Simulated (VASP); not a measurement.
A run of VASP 6.6.1 is set up as follows.

INCAR

```
PREC = Accurate
ENCUT = 520
EDIFF = 1E-7
ISMEAR = -1
SIGMA = 0.02
LREAL = F
LASPH = T
NELM = 120
ALGO = Normal
ISIF = 2
LWAVE = F
LCHARG = F
GGA = PE
IBRION = 2
NSW = 80
EDIFFG = -0.02
GGA_COMPAT = F
NELMIN = 4
KPAR = 4
```

File KPOINTS:

```
regular mesh
0
Gamma
  6 6 6
```

File POSCAR:

```
Zr3N4
1.0
   -3.3473818688      3.3473818688      3.3473818688
    3.3473818688     -3.3473818688      3.3473818688
    3.3473818688      3.3473818688     -3.3473818688
Zr N
6 8
Direct
    0.2500000000      0.6250000000      0.3750000000
    0.3750000000      0.2500000000      0.6250000000
    0.7500000000      0.8750000000      0.1250000000
    0.1250000000      0.7500000000      0.8750000000
    0.6250000000      0.3750000000      0.2500000000
    0.8750000000      0.1250000000      0.7500000000
    0.1374207936      0.1374207936      0.1374207936
    0.8625792064      0.5000000000      0.0000000000
    0.5000000000      0.0000000000      0.3625792064
    0.0000000000      0.8625792064      0.5000000000
    0.3625792064      0.5000000000      0.0000000000
    0.6374207936      0.6374207936      0.6374207936
    0.0000000000      0.3625792064      0.5000000000
    0.5000000000      0.0000000000      0.8625792064
```

Potentials or basis: VASP PAW PBE potentials, release 64 (Zr_sv, N).

The run is started by

```bash
$ cat potpaw_PBE.64/Zr_sv/POTCAR potpaw_PBE.64/N/POTCAR > POTCAR
$ mpirun -np 4 vasp_std > vasp.out
```

(1) What does it give for the energy gained by relaxing?

(2) What does it give for the band gap on the k mesh?

## Answers

(1) 1.1 meV/atom.

(2) 0.82 eV.
